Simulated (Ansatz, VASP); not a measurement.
Two plane-wave programs on GaP

Contents of INCAR:

```
SYSTEM = GaP
PREC = Accurate
ENCUT = 500
EDIFF = 1E-6
ISMEAR = 0
SIGMA = 0.01
LREAL = .False.
LASPH = .True.
NELM = 120
ALGO = Normal
ISIF = 2
LWAVE = .False.
LCHARG = .False.
GGA = PS
NBANDS = 16
GGA_COMPAT = .False.
```

KPOINTS

```
regular mesh
0
Gamma
  8 8 8
  0 0 0
```

File POSCAR:

```
GaP
1.0
    0.0000000000      2.7192248652      2.7192248652
    2.7192248652      0.0000000000      2.7192248652
    2.7192248652      2.7192248652      0.0000000000
Ga P
1 1
Direct
    0.0000000000      0.0000000000      0.0000000000
    0.2500000000      0.2500000000      0.2500000000
```

Input for Ansatz:

```yaml
crystal:
  lattice:
    - [0.0, 2.7192248534, 2.7192248534]
    - [2.7192248534, 0.0, 2.7192248534]
    - [2.7192248534, 2.7192248534, 0.0]
  atoms:
    - { symbol: Ga, position: [0.0, 0.0, 0.0] }
    - { symbol: P, position: [0.25, 0.25, 0.25] }
basis:
  ecutwfc: 420
kpoints:
  mp_grid: { grid: [8, 8, 8] }
  band_path:
    path:
      - [0.0, 0.0, 0.0]
      - [0.0, 0.0, 0.0]
      - [0.0, 0.0, 0.0]
      - [0.0, 0.0, 0.0]
      - [0.0, 0.0, 0.0]
      - [0.0, 0.0, 0.0]
      - [0.0, 0.0, 0.0]
      - [0.0, 0.0, 0.0]
      - [0.0, 0.0, 0.0]
      - [0.0, 0.0, 0.0]
      - [0.0, 0.0, 0.0]
      - [0.0, 0.0, 0.0]
      - [0.0, 0.0, 0.0]
      - [0.0, 0.0, 0.0]
      - [0.0, 0.0, 0.0]
      - [0.0, 0.0, 0.0]
      - [0.0, 0.0, 0.0]
      - [0.0, 0.0, 0.0]
      - [0.0, 0.0, 0.0]
      - [0.0, 0.0, 0.0]
      - [0.0, 0.0, 0.0]
      - [0.0, 0.0, 0.0]
      - [0.0, 0.0, 0.0]
      - [0.0, 0.0, 0.0]
      - [0.0, 0.0, 0.0]
      - [0.0, 0.0, 0.0]
      - [0.3, 0.3, 0.0]
      - [0.3166666667, 0.3166666667, 0.0]
      - [0.3333333333, 0.3333333333, 0.0]
      - [0.35, 0.35, 0.0]
      - [0.3666666667, 0.3666666667, 0.0]
      - [0.3833333333, 0.3833333333, 0.0]
      - [0.4, 0.4, 0.0]
      - [0.4166666667, 0.4166666667, 0.0]
      - [0.4333333333, 0.4333333333, 0.0]
      - [0.45, 0.45, 0.0]
      - [0.4666666667, 0.4666666667, 0.0]
      - [0.4833333333, 0.4833333333, 0.0]
      - [0.5, 0.5, 0.0]
      - [0.5, 0.5, 0.5]
      - [0.5, 0.5, 0.5]
      - [0.5, 0.5, 0.5]
      - [0.5, 0.5, 0.5]
      - [0.5, 0.5, 0.5]
      - [0.5, 0.5, 0.5]
      - [0.5, 0.5, 0.5]
      - [0.5, 0.5, 0.5]
      - [0.5, 0.5, 0.5]
      - [0.5, 0.5, 0.5]
      - [0.5, 0.5, 0.5]
      - [0.5, 0.5, 0.5]
      - [0.5, 0.5, 0.5]
    npoints: 1
hamiltonian:
  xc: pbesol
  pseudopotentials: { kind: paw }
scf:
  occupations: { method: fixed }
  n_extra_bands: 5
output:
  eigenvalues: true
```

Alike in both runs: task single point; functional PBEsol; k mesh 8 × 8 × 8; no spin polarisation.

|  | VASP | Ansatz |
| --- | --- | --- |
| version | VASP 6.6.1 | Ansatz 0.2.0 |
| potentials or method | VASP PAW PBE potentials, release 64 (Ga_d, P), cutoff 500 eV | scalar-relativistic, plane waves, PAW |
| occupations | gaussian, width 0.01 eV | fixed |
| valence electrons in the cell | 18 | 18 |

```tsv
	VASP	Ansatz	Ansatz less VASP
gap on the k mesh at the Fermi level (eV)	1.50	1.50	-0.003
least direct gap on the mesh (eV)	1.80	1.80	-0.007
```

VASP's potentials were made for PBE, not for PBEsol.
